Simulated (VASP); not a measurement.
# C in VASP: single point with PBE+D3(BJ)

Aim: the single point of C with PBE+D3(BJ).

All numbers are computed with VASP 6.6.1; they aren't measurements. Logs are shortened: lines on timing, memory, paths and dates and some standing lists are left out, and cuts for length are marked.

## 1. The cell of the first run

The cell holds a slab with vacuum, 4 atoms: a = 2.466 Å, b = 2.466 Å, c = 17.500 Å, α = 90.00°, β = 90.00°, γ = 120.00°.

## 2. Single point, PBE+D3(BJ) (layers slid over each other)

INCAR

```
SYSTEM = C
  PREC = Accurate
  ENCUT = 520
  EDIFF = 1E-6
  ISMEAR = 0
  SIGMA = 0.1
  LREAL = .FALSE.
  LASPH = .TRUE.
  NELM = 80
  ALGO = Normal
  ISIF = 2
  LWAVE = .FALSE.
  LCHARG = .FALSE.
  LDIPOL = .TRUE.
  IDIPOL = 3
  DIPOL = 0.5 0.5 0.355
  GGA = PE
  IVDW = 12
  NBANDS = 16
```

KPOINTS

```
Automatic mesh
0
G
  15 15 1
  0 0 0
```

POSCAR

```
C
1.0
    2.4656524412      0.0000000000      0.0000000000
   -1.2328262206      2.1353176510      0.0000000000
    0.0000000000      0.0000000000     17.5000663888
C
4
Direct
    0.6666666667      0.3333333333      0.2571437785
    0.3333333333      0.6666666667      0.2571418816
    0.8333333333      1.0000000000      0.4520020789
    0.5000000000      1.3333333333      0.4520001821
```

Potentials or basis: VASP PAW PBE potentials, release 64 (C).

The run is started by

```sh
cat potpaw_PBE.64/C/POTCAR > POTCAR
mpirun -np 1 vasp_std > vasp.out
```

OUTCAR:

```text
SYSTEM = C
   PREC = Accurate
   ENCUT = 520
   EDIFF = 1E-6
   ISMEAR = 0
   LREAL = .FALSE.
   LASPH = .TRUE.
   NELM = 80
   ISIF = 2
   GGA = PE
   IVDW = 12
 IVDW          = 12

 ion  position               nearest neighbor table
   1  0.667  0.333  0.257-   2 1.42   2 1.42   2 1.42
   2  0.333  0.667  0.257-   1 1.42   1 1.42   1 1.42
   3  0.833  0.000  0.452-   4 1.42   4 1.42   4 1.42
   4  0.500  0.333  0.452-   3 1.42   3 1.42   3 1.42

  LATTYP: Found a hexagonal cell.
 ALAT       =     2.4656524412
 C/A-ratio  =     7.0975398221

  Lattice vectors:

 A1 = (   2.4656524412,   0.0000000000,   0.0000000000)
 A2 = (  -1.2328262206,   2.1353176510,   0.0000000000)
 A3 = (   0.0000000000,   0.0000000000,  17.5000663888)

Analysis of symmetry for initial positions (statically):
=====================================================================
 Subroutine PRICEL returns:
 Original cell was already a primitive cell.

 Routine SETGRP: Setting up the symmetry group for a
 hexagonal supercell.

 Subroutine GETGRP returns: Found  2 space group operations
 (whereof  1 operations were pure point group operations)
 out of a pool of 24 trial point group operations.

The static configuration has the point symmetry C_1 .
 The point group associated with its full space group is S_2 .

Analysis of symmetry for dynamics (positions and initial velocities):
=====================================================================
 Subroutine PRICEL returns:
 Original cell was already a primitive cell.

 Routine SETGRP: Setting up the symmetry group for a
 hexagonal supercell.

 Subroutine GETGRP returns: Found  2 space group operations
 (whereof  1 operations were pure point group operations)
 out of a pool of 24 trial point group operations.

The dynamic configuration has the point symmetry C_1 .
 The point group associated with its full space group is S_2 .

 Subroutine INISYM returns: Found  2 space group operations
 (whereof  1 operations are pure point group operations),
 and found     1 'primitive' translations

----------------------------------------------------------------------------------------

                                     Primitive cell

  volume of cell :      92.1370

  direct lattice vectors                    reciprocal lattice vectors
     2.465652441  0.000000000  0.000000000     0.405572166  0.234157199  0.000000000
    -1.232826221  2.135317651  0.000000000     0.000000000  0.468314398  0.000000000
     0.000000000  0.000000000 17.500066389     0.000000000  0.000000000  0.057142640

  length of vectors
     2.465652441  2.465652441 17.500066389     0.468314398  0.468314398  0.057142640

  position of ions in fractional coordinates (direct lattice)
     0.666666667  0.333333333  0.257143779
     0.333333333  0.666666667  0.257141882
     0.833333333  0.000000000  0.452002079
     0.500000000  0.333333333  0.452000182

  ion indices of the primitive-cell ions
   primitive index   ion index
                 1           1
                 2           2
                 3           3
                 4           4

----------------------------------------------------------------------------------------

 KPOINTS: Automatic mesh

Automatic generation of k-mesh.
 Grid dimensions read from file:
 generate k-points for:   15   15    1

 Generating k-lattice:

  Cartesian coordinates                     Fractional coordinates (reciprocal lattice)
     0.027038144  0.015610480  0.000000000     0.066666667  0.000000000  0.000000000
     0.000000000  0.031220960  0.000000000     0.000000000  0.066666667  0.000000000
     0.000000000  0.000000000  0.057142640     0.000000000  0.000000000  1.000000000

  Length of vectors
     0.031220960  0.031220960  0.057142640

  Shift w.r.t. Gamma in fractional coordinates (k-lattice)
     0.000000000  0.000000000  0.000000000

 Subroutine IBZKPT returns following result:
 ===========================================

 Found    113 irreducible k-points:

 Following reciprocal coordinates:
            Coordinates               Weight
  0.000000  0.000000  0.000000      1.000000
  0.066667  0.000000  0.000000      2.000000
  0.000000  0.066667  0.000000      2.000000
 -0.066667  0.066667  0.000000      2.000000
  0.133333  0.000000  0.000000      2.000000
  0.000000  0.133333  0.000000      2.000000
[... 16 lines left out ...]
  0.066667  0.066667  0.000000      2.000000
 -0.066667  0.133333  0.000000      2.000000
 [... further k-points ...]
   k-points           NKPTS =    113   k-points in BZ     NKDIM =    113   number of bands    NBANDS=     16
   number of dos      NEDOS =    301   number of ions     NIONS =      4
   total plane-waves  NPLWV =  45360
   dimension x,y,z NGX =    18 NGY =   18 NGZ =  140
   dimension x,y,z NGXF=    36 NGYF=   36 NGZF=  280
   ions per type =               4
   NGX,Y,Z   is equivalent  to a cutoff of  12.14, 12.14, 13.30 a.u.
   NGXF,Y,Z  is equivalent  to a cutoff of  24.27, 24.27, 26.60 a.u.
 SYSTEM =  C
   PREC   = accura    normal or accurate (medium, high low for compatibility)
   ISTART =      0    job   : 0-new  1-cont  2-samecut
   ICHARG =      2    charge: 1-file 2-atom 10-const
   ISPIN  =      1    spin polarized calculation?
   LNONCOLLINEAR =      F non collinear calculations
   LSORBIT =      F    spin-orbit coupling
   LASPH  =      T    aspherical Exc in radial PAW
   ENCUT  =  520.0 eV  38.22 Ry    6.18 a.u.   4.58  4.58 32.54*2*pi/ulx,y,z
   NELM   =     80;   NELMIN=  2; NELMDL= -5     # of ELM steps
   EDIFF  = 0.1E-05   stopping-criterion for ELM
   LREAL  =      F    real-space projection
   EDIFFG = 0.1E-04   stopping-criterion for IOM
   NSW    =      0    number of steps for IOM
   IBRION =     -1    ionic relax: 0-MD 1-quasi-New 2-CG
   NFREE  =      0    steps in history (QN), initial steepest desc. (CG)
   ISIF   =      2    stress and relaxation
   ISYM   =      2    0-nonsym 1-usesym 2-fastsym
   POTIM  = 0.5000    time-step for ionic-motion
   TEBEG  =    0.0;   TEEND  =   0.0 temperature during run
   PSTRESS=    0.0 pullay stress
   NELECT =      16.0000    total number of electrons
   NUPDOWN=      -1.0000    fix difference up-down
   EMIN   =  10.00;   EMAX   =-10.00  energy-range for DOS
   EFERMI =   0.00;   METHOD = LEGACY
   ISMEAR =     0;   SIGMA  =   0.10  broadening in eV -4-tet -1-fermi 0-gaus
   EFERMI_NEDOS =   21; number of points for ismear=-14 and -15
   IALGO  =     38    algorithm
   IMIX   =      4    mixing-type and parameters
     AMIX     =   0.40;   BMIX     =  1.00
     AMIX_MAG =   1.60;   BMIX_MAG =  1.00
  volume/ion in A,a.u.               =      23.03       155.44
  Fermi-wavevector in a.u.,A,eV,Ry     =   0.913349  1.725980 11.350070  0.834207
  Thomas-Fermi vector in A             =   2.037850
   LORBIT       =      0    0 simple, 1 ext, 2 COOP (PROOUT), +10 PAW based schemes
   GGA     = PE    functional components
   LHFCALC =     F    Hartree Fock is set to
   AEXX    =    0.0000 exact exchange contribution
   IVDW    =    12    specifies the selected vdW correction
   LEPSILON=     F    determine dielectric tensor
   LRPA    =     F    only Hartree local field effects (RPA)
 non-spin polarized calculation
 Gauss-broadening in eV      SIGMA  =   0.10
  energy-cutoff  :      520.00
  volume of cell :       92.14
 maximum number of plane-waves:      2516
   NGX =  9   NGY =  9   NGZ = 65

 dipolmoment           0.000000      0.000000      0.000114 electrons x Angstroem

 number of electron      15.9999995 magnetization

 dipolmoment           0.000000      0.000000     -0.000001 electrons x Angstroem

 Free energy of the ion-electron system (eV)
  ---------------------------------------------------
  ext. energy  EPLUGINS =         0.00000000
  ---------------------------------------------------
  free energy    TOTEN  =       -36.87661183 eV

  energy without entropy =      -36.87625157  energy(sigma->0) =      -36.87643170

 E-fermi :  -0.8370     XC(G=0):  -4.4424

 val. band max:       -0.9382080358   @ k =   0.3333   0.3333   0.0000
 cond. band min:      -0.7358014451   @ k =   0.3333   0.3333   0.0000
 fundamental gap:      0.2024065907
 Fermi energy:        -0.8370022181

 k-point     1 :       0.0000    0.0000    0.0000
  band No.  band energies     occupation
      1     -20.4149      2.00000
      2     -20.2823      2.00000
      3      -8.8844      2.00000
      4      -7.9867      2.00000
      5      -3.8707      2.00000
      6      -3.8659      2.00000
[... 8 lines left out ...]
     15       7.4854      0.00000
     16       7.4903      0.00000

 k-point     2 :       0.0667    0.0000    0.0000
  band No.  band energies     occupation
      1     -20.3094      2.00000
      2     -20.1777      2.00000
      3      -8.7573      2.00000
      4      -7.8632      2.00000
      5      -4.2941      2.00000
      6      -4.2849      2.00000
[... 8 lines left out ...]
     15       7.5481      0.00000
     16       7.9222      0.00000

 k-point     3 :       0.0000    0.0667    0.0000
  band No.  band energies     occupation
      1     -20.3094      2.00000
      2     -20.1777      2.00000
      3      -8.7573      2.00000
      4      -7.8633      2.00000
      5      -4.2953      2.00000
      6      -4.2834      2.00000
[... 8 lines left out ...]
     15       7.5550      0.00000
     16       7.9333      0.00000

 k-point     4 :      -0.0667    0.0667    0.0000
  band No.  band energies     occupation
      1     -20.3094      2.00000
      2     -20.1777      2.00000
      3      -8.7572      2.00000
      4      -7.8634      2.00000
      5      -4.2963      2.00000
      6      -4.2822      2.00000
[... 8 lines left out ...]
     15       7.5606      0.00000
     16       7.9371      0.00000

 k-point     5 :       0.1333    0.0000    0.0000
  band No.  band energies     occupation
      1     -19.9937      2.00000
      2     -19.8644      2.00000
      3      -8.3782      2.00000
      4      -7.4952      2.00000
      5      -5.4274      2.00000
      6      -5.4071      2.00000
[... 8 lines left out ...]
     15       7.5950      0.00000
     16       8.8901      0.00000

 k-point     6 :       0.0000    0.1333    0.0000
  band No.  band energies     occupation
      1     -19.9936      2.00000
      2     -19.8645      2.00000
      3      -8.3779      2.00000
      4      -7.4955      2.00000
      5      -5.4282      2.00000
      6      -5.4059      2.00000
[... 8 lines left out ...]
     15       7.5919      0.00000
     16       8.8951      0.00000
[... 267 lines left out ...]
 k-point    21 :       0.0000    0.4667    0.0000
  band No.  band energies     occupation
      1     -15.5069      2.00000
      2     -15.4236      2.00000
      3     -13.6981      2.00000
      4     -13.6285      2.00000
      5      -7.2228      2.00000
      6      -7.2110      2.00000
[... 8 lines left out ...]
     15      10.8912      0.00000
     16      11.3835      0.00000

 k-point    22 :      -0.4667    0.4667    0.0000
  band No.  band energies     occupation
      1     -15.5042      2.00000
      2     -15.4266      2.00000
      3     -13.6967      2.00000
      4     -13.6297      2.00000
      5      -7.2271      2.00000
      6      -7.2068      2.00000
[... 8 lines left out ...]
     15      10.8905      0.00000
     16      11.3819      0.00000

 k-point    23 :       0.0667    0.0667    0.0000
  band No.  band energies     occupation
      1     -20.0988      2.00000
      2     -19.9688      2.00000
      3      -8.5042      2.00000
      4      -7.6175      2.00000
      5      -5.0141      2.00000
      6      -5.0141      2.00000
[... 8 lines left out ...]
     15       7.7326      0.00000
     16       8.7717      0.00000

 k-point    24 :      -0.0667    0.1333    0.0000
  band No.  band energies     occupation
      1     -20.0988      2.00000
      2     -19.9688      2.00000
      3      -8.5038      2.00000
      4      -7.6179      2.00000
      5      -5.0239      2.00000
      6      -5.0035      2.00000
[... 8 lines left out ...]
     15       7.7509      0.00000
     16       8.7724      0.00000

 [... further k-points ...]

------------------------ aborting loop because EDIFF is reached ----------------------------------------

 vacuum level on the upper side and lower side of the slab       (xc-potential included)        -0.120        -0.120

 Edisp (eV)   -0.47420

 E8    (eV) :    -0.1415

  FORCE on cell =-STRESS in cart. coord.  units (eV):
  Direction    XX          YY          ZZ          XY          YZ          ZX
  --------------------------------------------------------------------------------------
  -------------------------------------------------------------------------------------
  Total       0.11626     0.12220    -0.01946    -0.01853    -0.01409     0.02561
  in kB       2.02166     2.12493    -0.33834    -0.32218    -0.24494     0.44531
  external pressure =        1.27 kB  Pullay stress =        0.00 kB

 VOLUME and BASIS-vectors are now :
 -----------------------------------------------------------------------------
  energy-cutoff  :      520.00
  volume of cell :       92.14
      direct lattice vectors                 reciprocal lattice vectors
     2.465652441  0.000000000  0.000000000     0.405572166  0.234157199  0.000000000
    -1.232826221  2.135317651  0.000000000     0.000000000  0.468314398  0.000000000
     0.000000000  0.000000000 17.500066389     0.000000000  0.000000000  0.057142640

 POSITION                                       TOTAL-FORCE (eV/Angst)
 -----------------------------------------------------------------------------------
      1.23283      0.71177      4.50003        -0.004702      0.001461      0.003900
     -0.00000      1.42355      4.50000        -0.002809      0.002667     -0.005583
      2.05471      0.00000      7.91007         0.002809     -0.002667      0.005583
      0.82188      0.71177      7.91003         0.004702     -0.001461     -0.003900
 -----------------------------------------------------------------------------------
    total drift:                               -0.000000      0.000000     -0.000049

  FREE ENERGIE OF THE ION-ELECTRON SYSTEM (eV)
  ---------------------------------------------------
  free  energy   TOTEN  =       -37.3508166296 eV

  energy  without entropy=      -37.3504563680  energy(sigma->0) =      -37.35063650

 vacuum level on the upper side and lower side of the slab         3.378         3.378
```

Run time: 2 min. Hardware: 1 thread of AMD EPYC 9R45 (Zen 5), shared host; peak memory 0.24 GiB.

Results:

```
Free energy                : -37.3508 eV
Largest force              : 0.007 eV/Å
Dispersion energy per atom : -0.119 eV
```

Forces in eV/Å, atoms in the order of the input:
```
C   -0.005  0.001  0.004
C   -0.003  0.003 -0.006
C    0.003 -0.003  0.006
C    0.005 -0.001 -0.004
```

Caveat: the cell differs from its parent crystal (layers slid over each other).
